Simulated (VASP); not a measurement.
# LiSi16 (a cell with a defect) in VASP: further runs

Runs on LiSi16 (a cell with a defect). Level: LDA. Tasks: single point.

Everything below comes from runs of VASP 6.6.1. Logs are shortened: lines on timing, memory, paths and dates and some standing lists are left out, and cuts for length are marked.

## 1. The cell of the first run

The cell holds a defect, 17 atoms: a = 7.679 Å, b = 7.679 Å, c = 7.679 Å, α = 60.00°, β = 60.00°, γ = 60.00°.

## 2. Single point, LDA

Contents of INCAR:

```
SYSTEM = LiSi16
PREC = Accurate ; ENCUT = 520
EDIFF = 1E-6 ; ISMEAR = 0
SIGMA = 0.02 ; LREAL = Auto
LASPH = .True. ; NELM = 80
ALGO = Normal ; ISIF = 2
LWAVE = .False. ; LCHARG = .True.
LELF = .True. ; LVHAR = .True.
NELECT = 66.0 ; NBANDS = 48
```

Contents of KPOINTS:

```
regular mesh
0
Gamma
  2 2 2
  0 0 0
```

Contents of POSCAR:

```
LiSi16
1.0
    0.0000000000      5.4300000000      5.4300000000
    5.4300000000      0.0000000000      5.4300000000
    5.4300000000      5.4300000000      0.0000000000
Si Li
16 1
Direct
    0.0054742173     -0.0034081031      0.0057517495
    0.1273355433      0.1266007366      0.1275453039
    0.0091072744      0.0027242173      0.5014459484
    0.1405874770      0.1258139963      0.6246723757
   -0.0023077348      0.4991508287     -0.0020720074
    0.1219158379      0.6233618785      0.1221723757
    0.0055237569      0.5069027624      0.4954178637
    0.1273199816      0.6288247698      0.6253792818
    0.5012350829      0.0027266114      0.0093358195
    0.6244064457      0.1258128913      0.1408604052
    0.5087635359      0.0101211786      0.5090526703
    0.6317940147      0.1332774401      0.6320115101
    0.4951607735      0.5068848987      0.0057841621
    0.6251428177      0.6288284530      0.1275337937
    0.5012257827      0.5105690608      0.5014390424
    0.6244089319      0.6419695212      0.6246737569
    0.7649928177      0.2663813996      0.7652762431
```

Potentials or basis: VASP PAW LDA potentials, release 64 (Si, Li_sv).

Command:

```
cat potpaw_LDA.64/Si/POTCAR potpaw_LDA.64/Li_sv/POTCAR > POTCAR
mpirun -np 1 vasp_std > vasp.out
```

OUTCAR:

```text
SYSTEM = LiSi16
   PREC = Accurate
   ENCUT = 520
   EDIFF = 1E-6
   ISMEAR = 0
   LREAL = Auto
   LASPH = .True.
   NELM = 80
   ISIF = 2
   NELECT = 66.0

 ion  position               nearest neighbor table
   1  0.005  0.997  0.006-   6 2.34   2 2.34  10 2.39   4 2.39  17 2.62
   2  0.127  0.127  0.128-   5 2.34   1 2.34   9 2.34   3 2.34
   3  0.009  0.003  0.501-   8 2.34   2 2.34  12 2.37   4 2.37  17 2.87
   4  0.141  0.126  0.625-  11 2.31  17 2.36   3 2.37   1 2.39   7 2.39
   5  0.998  0.499  0.998-   6 2.34   2 2.34   8 2.34  14 2.34
   6  0.122  0.623  0.122-   5 2.34   1 2.34  13 2.34   7 2.34
   7  0.006  0.507  0.495-   6 2.34   8 2.34   4 2.39  16 2.39  17 2.62
   8  0.127  0.629  0.625-   5 2.34   7 2.34   3 2.34  15 2.34
   9  0.501  0.003  0.009-  14 2.34   2 2.34  12 2.37  10 2.37  17 2.87
  10  0.624  0.126  0.141-  11 2.31  17 2.36   9 2.37   1 2.39  13 2.39
  11  0.509  0.010  0.509-  16 2.31   4 2.31  10 2.31  12 2.31
  12  0.632  0.133  0.632-  11 2.31  15 2.37   3 2.37   9 2.37  17 2.51
  13  0.495  0.507  0.006-   6 2.34  14 2.34  10 2.39  16 2.39  17 2.62
  14  0.625  0.629  0.128-   5 2.34  13 2.34   9 2.34  15 2.34
  15  0.501  0.511  0.501-  14 2.34   8 2.34  12 2.37  16 2.37  17 2.87
  16  0.624  0.642  0.625-  11 2.31  17 2.36  15 2.37  13 2.39   7 2.39
  17  0.765  0.266  0.765-  10 2.36  16 2.36   4 2.36  12 2.51   1 2.62  13 2.62   7 2.62   9 2.87
                             3 2.87  15 2.87

  LATTYP: Found a face centered cubic cell.
 ALAT       =    10.8600000000

  Lattice vectors:

 A1 = (   0.0000000000,   5.4300000000,   5.4300000000)
 A2 = (   5.4300000000,   0.0000000000,   5.4300000000)
 A3 = (   5.4300000000,   5.4300000000,   0.0000000000)

Analysis of symmetry for initial positions (statically):
=====================================================================
 Subroutine PRICEL returns:
 Original cell was already a primitive cell.

 Routine SETGRP: Setting up the symmetry group for a
 face centered cubic supercell.

 Subroutine GETGRP returns: Found  1 space group operations
 (whereof  1 operations were pure point group operations)
 out of a pool of 48 trial point group operations.

The static configuration has the point symmetry C_1 .

Analysis of symmetry for dynamics (positions and initial velocities):
=====================================================================
 Subroutine PRICEL returns:
 Original cell was already a primitive cell.

 Routine SETGRP: Setting up the symmetry group for a
 face centered cubic supercell.

 Subroutine GETGRP returns: Found  1 space group operations
 (whereof  1 operations were pure point group operations)
 out of a pool of 48 trial point group operations.

The dynamic configuration has the point symmetry C_1 .

 Subroutine INISYM returns: Found  1 space group operations
 (whereof  1 operations are pure point group operations),
 and found     1 'primitive' translations

----------------------------------------------------------------------------------------

                                     Primitive cell

  volume of cell :     320.2060

  direct lattice vectors                    reciprocal lattice vectors
     0.000000000  5.430000000  5.430000000    -0.092081031  0.092081031  0.092081031
     5.430000000  0.000000000  5.430000000     0.092081031 -0.092081031  0.092081031
     5.430000000  5.430000000  0.000000000     0.092081031  0.092081031 -0.092081031

  length of vectors
     7.679179644  7.679179644  7.679179644     0.159489025  0.159489025  0.159489025

  position of ions in fractional coordinates (direct lattice)
     0.005474217  0.996591897  0.005751749
     0.127335543  0.126600737  0.127545304
     0.009107274  0.002724217  0.501445948
     0.140587477  0.125813996  0.624672376
     0.997692265  0.499150829  0.997927993
     0.121915838  0.623361878  0.122172376
[... 9 lines left out ...]
     0.624408932  0.641969521  0.624673757
     0.764992818  0.266381400  0.765276243

  ion indices of the primitive-cell ions
   primitive index   ion index
                 1           1
                 2           2
                 3           3
                 4           4
                 5           5
                 6           6
[... 9 lines left out ...]
                16          16
                17          17

----------------------------------------------------------------------------------------

 KPOINTS: regular mesh

Automatic generation of k-mesh.
 Grid dimensions read from file:
 generate k-points for:    2    2    2

 Generating k-lattice:

  Cartesian coordinates                     Fractional coordinates (reciprocal lattice)
    -0.046040516  0.046040516  0.046040516     0.500000000  0.000000000  0.000000000
     0.046040516 -0.046040516  0.046040516     0.000000000  0.500000000  0.000000000
     0.046040516  0.046040516 -0.046040516     0.000000000  0.000000000  0.500000000

  Length of vectors
     0.079744512  0.079744512  0.079744512

  Shift w.r.t. Gamma in fractional coordinates (k-lattice)
     0.000000000  0.000000000  0.000000000

 Subroutine IBZKPT returns following result:
 ===========================================

 Found      8 irreducible k-points:

 Following reciprocal coordinates:
            Coordinates               Weight
  0.000000  0.000000  0.000000      1.000000
  0.500000  0.000000  0.000000      1.000000
  0.000000  0.500000  0.000000      1.000000
  0.000000  0.000000  0.500000      1.000000
  0.500000  0.500000  0.500000      1.000000
  0.500000  0.500000  0.000000      1.000000
  0.000000  0.500000  0.500000      1.000000
  0.500000  0.000000  0.500000      1.000000
   k-points           NKPTS =      8   k-points in BZ     NKDIM =      8   number of bands    NBANDS=     48
   number of dos      NEDOS =    301   number of ions     NIONS =     17
   total plane-waves  NPLWV = 216000
   dimension x,y,z NGX =    60 NGY =   60 NGZ =   60
   dimension x,y,z NGXF=   120 NGYF=  120 NGZF=  120
   ions per type =              16   1
   NGX,Y,Z   is equivalent  to a cutoff of  12.99, 12.99, 12.99 a.u.
   NGXF,Y,Z  is equivalent  to a cutoff of  25.98, 25.98, 25.98 a.u.
 SYSTEM =  LiSi16
   PREC   = accura    normal or accurate (medium, high low for compatibility)
   ISTART =      0    job   : 0-new  1-cont  2-samecut
   ICHARG =      2    charge: 1-file 2-atom 10-const
   ISPIN  =      1    spin polarized calculation?
   LNONCOLLINEAR =      F non collinear calculations
   LSORBIT =      F    spin-orbit coupling
   LASPH  =      T    aspherical Exc in radial PAW
   ENCUT  =  520.0 eV  38.22 Ry    6.18 a.u.  14.28 14.28 14.28*2*pi/ulx,y,z
   NELM   =     80;   NELMIN=  2; NELMDL= -5     # of ELM steps
   EDIFF  = 0.1E-05   stopping-criterion for ELM
   LREAL  =      T    real-space projection
   EDIFFG = 0.1E-04   stopping-criterion for IOM
   NSW    =      0    number of steps for IOM
   IBRION =     -1    ionic relax: 0-MD 1-quasi-New 2-CG
   NFREE  =      0    steps in history (QN), initial steepest desc. (CG)
   ISIF   =      2    stress and relaxation
   ISYM   =      2    0-nonsym 1-usesym 2-fastsym
   POTIM  = 0.5000    time-step for ionic-motion
   TEBEG  =    0.0;   TEEND  =   0.0 temperature during run
   PSTRESS=    0.0 pullay stress
   NELECT =      66.0000    total number of electrons
   NUPDOWN=      -1.0000    fix difference up-down
   EMIN   =  10.00;   EMAX   =-10.00  energy-range for DOS
   EFERMI =   0.00;   METHOD = LEGACY
   ISMEAR =     0;   SIGMA  =   0.02  broadening in eV -4-tet -1-fermi 0-gaus
   EFERMI_NEDOS =   21; number of points for ismear=-14 and -15
   IALGO  =     38    algorithm
   IMIX   =      4    mixing-type and parameters
     AMIX     =   0.40;   BMIX     =  1.00
     AMIX_MAG =   1.60;   BMIX_MAG =  1.00
  volume/ion in A,a.u.               =      18.84       127.11
  Fermi-wavevector in a.u.,A,eV,Ry     =   0.967044  1.827449 12.723821  0.935174
  Thomas-Fermi vector in A             =   2.096897
   LORBIT       =      0    0 simple, 1 ext, 2 COOP (PROOUT), +10 PAW based schemes
   GGA     = CA    functional components
   LHFCALC =     F    Hartree Fock is set to
   AEXX    =    0.0000 exact exchange contribution
   IVDW    =     0    specifies the selected vdW correction
   LEPSILON=     F    determine dielectric tensor
   LRPA    =     F    only Hartree local field effects (RPA)
 non-spin polarized calculation
 Gauss-broadening in eV      SIGMA  =   0.02
  energy-cutoff  :      520.00
  volume of cell :      320.21
 maximum number of plane-waves:      8646
 NGX is ok and might be reduce to    60
   NGX = 29   NGY = 29   NGZ = 29

 number of electron      66.0000000 magnetization

 Free energy of the ion-electron system (eV)
  ---------------------------------------------------
  ext. energy  EPLUGINS =         0.00000000
  ---------------------------------------------------
  free energy    TOTEN  =      -102.31422854 eV

  energy without entropy =     -102.31422854  energy(sigma->0) =     -102.31422854

 E-fermi :   6.1238     XC(G=0):  -9.6498

 val. band max:        5.9960657766   @ k =   0.0000   0.0000   0.0000
 cond. band min:       6.4804507897   @ k =   0.0000   0.0000   0.0000
 fundamental gap:      0.4843850131
 Fermi energy:         6.1237502750

 k-point     1 :       0.0000    0.0000    0.0000
  band No.  band energies     occupation
      1     -39.4943      2.00000
      2      -5.9722      2.00000
      3      -3.7107      2.00000
      4      -3.6596      2.00000
      5      -3.6594      2.00000
      6      -3.6454      2.00000
[... 37 lines left out ...]
     44       8.2141      0.00000
     45       8.2148      0.00000

 k-point     2 :       0.5000    0.0000    0.0000
  band No.  band energies     occupation
      1     -39.4943      2.00000
      2      -5.2415      2.00000
      3      -5.1229      2.00000
      4      -3.3978      2.00000
      5      -3.3753      2.00000
      6      -3.3314      2.00000
[... 280 lines left out ...]
 k-point     8 :       0.5000    0.0000    0.5000
  band No.  band energies     occupation
      1     -39.4943      2.00000
      2      -4.9538      2.00000
      3      -4.8637      2.00000
      4      -3.9743      2.00000
      5      -3.9485      2.00000
      6      -3.9462      2.00000
[... 37 lines left out ...]
     44      10.1670      0.00000
     45      10.2187      0.00000
 [bands above 45 left out]

------------------------ aborting loop because EDIFF is reached ----------------------------------------

  FORCE on cell =-STRESS in cart. coord.  units (eV):
  Direction    XX          YY          ZZ          XY          YZ          ZX
  --------------------------------------------------------------------------------------
  -------------------------------------------------------------------------------------
  Total       -8.4985854     -8.5032526     -8.4992486     -0.1794937     -0.1781182     -0.1729390
  in kB      -42.5233763    -42.5467290    -42.5266948     -0.8981117     -0.8912292     -0.8653148
  external PRESSURE =     -42.5322667 kB  Pullay stress =       0.0000000 kB

 VOLUME and BASIS-vectors are now :
 -----------------------------------------------------------------------------
  energy-cutoff  :      520.00
  volume of cell :      320.21
      direct lattice vectors                 reciprocal lattice vectors
     0.000000000  5.430000000  5.430000000    -0.092081031  0.092081031  0.092081031
     5.430000000  0.000000000  5.430000000     0.092081031 -0.092081031  0.092081031
     5.430000000  5.430000000  0.000000000     0.092081031  0.092081031 -0.092081031

 POSITION                                       TOTAL-FORCE (eV/Angst)
 -----------------------------------------------------------------------------------
      5.44273      0.06096      5.44122         0.029335     -0.007046      0.029894
      1.38001      1.38400      1.37887         0.027342      0.006441      0.026812
      2.73764      2.77230      0.06424         0.010968      0.002801      0.003000
      4.07514      4.15536      1.44656         0.026417      0.009520      0.008157
      8.12914     10.83622      8.12786         0.043912      0.043343      0.044438
      4.04825      1.32540      4.04686         0.043646      0.045956      0.043602
[... 9 lines left out ...]
      6.87787      6.78252      6.87644         0.004731      0.032683      0.006460
      5.60190      8.30936      5.60036        -0.208439     -0.211049     -0.207787
 -----------------------------------------------------------------------------------
    total drift:                               -0.003733      0.014314     -0.002040

  FREE ENERGIE OF THE ION-ELECTRON SYSTEM (eV)
  ---------------------------------------------------
  free  energy   TOTEN  =      -102.3142285374 eV

  energy  without entropy=     -102.3142285374  energy(sigma->0) =     -102.31422854
```

It took 5.7 min on 1 thread of Intel Xeon Platinum 8259CL at 2.50GHz (Skylake/Cascade Lake), shared host; peak memory 0.38 GiB.

What came out:

- Free energy: -102.3142 eV
- Largest force: 0.362 eV/Å

Forces in eV/Å, atoms in the order of the input:
```
Si   0.029 -0.007  0.030
Si   0.027  0.006  0.027
Si   0.011  0.003  0.003
Si   0.026  0.010  0.008
Si   0.044  0.043  0.044
Si   0.044  0.046  0.044
Si   0.032  0.028 -0.009
Si   0.025  0.025  0.006
Si   0.003  0.002  0.010
Si   0.008  0.011  0.026
Si  -0.021 -0.023 -0.020
Si  -0.030 -0.029 -0.031
Si  -0.008  0.028  0.032
Si   0.007  0.026  0.025
Si   0.005  0.009  0.005
Si   0.005  0.033  0.006
Li  -0.208 -0.211 -0.208
```

Caveat: the k points lie up to 0.50 Å⁻¹ apart; the cell carries a net charge on a neutralising background, which shifts energy and pressure; the cell is charged against a uniform background, so pressure and absolute levels hang on convention; the cutoff is under 1.25 times the usual one of these potentials, so pressure, stress and relaxed cells hold a basis-set (Pulay) error.

(Part 1 of 3 ends here.)
